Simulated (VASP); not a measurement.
A run of VASP 6.6.1 is set up as follows.

Contents of INCAR:

```
  ALGO = Normal
  EDIFF = 1E-7
  EDIFFG = -0.002
  ENCUT = 450
  GGA = PS
  GGA_COMPAT = F
  IBRION = 2
  ISIF = 2
  ISMEAR = 0
  LASPH = T
  LCHARG = F
  LREAL = F
  LWAVE = F
  NELM = 120
  NELMIN = 4
  NSW = 60
  PREC = Accurate
  SIGMA = 0.02
```

Contents of KPOINTS:

```
k-points
0
Gamma
  10 10 10
```

Contents of POSCAR:

```
InP
1.0
    0.0000000000      2.9465360895      2.9097962380
    2.9465360895      0.0000000000      2.9097962380
    2.9465360895      2.9465360895      0.0000000000
In P
1 1
Direct
    0.0000000000      0.0000000000      0.0000000000
    0.2500000000      0.2500000000      0.2500000000
```

Potentials or basis: VASP PAW PBE potentials, release 64 (In_d, P).

Launch:

```sh
$ cat potpaw_PBE.64/In_d/POTCAR potpaw_PBE.64/P/POTCAR > POTCAR
$ mpirun -np 1 vasp_std > vasp.out
```

Problem. Estimate the band gap on the k mesh.

Solution. 0.56 eV, direct.

Stress tensor (GPa, compression positive):
```
0.19 0.00 0.00
0.00 0.19 0.00
0.00 0.00 0.70
```

Caveat: the cell differs from its parent crystal (strained cell); the relaxation stopped at its first step, so nothing moved; the PAW data sets were made with another functional, which shifts forces and pressure a little; spin-orbit coupling is left out, which moves the levels of the heavy elements.
